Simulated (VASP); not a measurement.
Input of a VASP 6.6.1 run:

The input POSCAR:

```
Ba
1.0
   -2.4931538548      2.4931538548      2.4931538548
    2.4931538548     -2.4931538548      2.4931538548
    2.4931538548      2.4931538548     -2.4931538548
Ba
1
Direct
    0.0000000000      0.0000000000      0.0000000000
```

INCAR.step1

```
SYSTEM = Ba
  PREC = Accurate
  ENCUT = 520
  EDIFF = 1E-5
  ISMEAR = -1
  SIGMA = 0.1
  LREAL = .False.
  LASPH = .True.
  NELM = 80
  ALGO = Normal
  ISIF = 2
  LWAVE = .True.
  GGA = PE
  NBANDS = 11
```

File INCAR.step2:

```
SYSTEM = Ba
  PREC = Accurate
  ENCUT = 520
  EDIFF = 1E-7
  ISMEAR = -1
  SIGMA = 0.1
  LREAL = .False.
  LASPH = .True.
  NELM = 80
  ALGO = Normal
  ISIF = 2
  LWAVE = .False.
  LCHARG = .True.
  GGA = PE
  LHFCALC = .True.
  HFSCREEN = 0.2079
  PRECFOCK = Normal
  LELF = .True.
  LVHAR = .True.
  ISTART = 1
  NBANDS = 11
```

Contents of KPOINTS:

```
regular mesh
0
Gamma
  6 6 6
  0 0 0
```

Potentials or basis: VASP PAW PBE potentials, release 64 (Ba_sv).

Run with:

```console
$ cat potpaw_PBE.64/Ba_sv/POTCAR > POTCAR
$ cp INCAR.step1 INCAR
$ mpirun -np 1 vasp_std > vasp.out
$ cp INCAR.step2 INCAR
$ mpirun -np 1 vasp_std > vasp.out
```

(1) Estimate the band gap on the k mesh.

(2) Estimate the pressure.

## Answers

(1) zero (bands 5 and 6 overlap by 0.90 eV).

(2) 0.8 GPa.

Caveat: the PAW data sets were made with another functional, which shifts forces and pressure a little; spin-orbit coupling is left out, which moves the levels of the heavy elements.
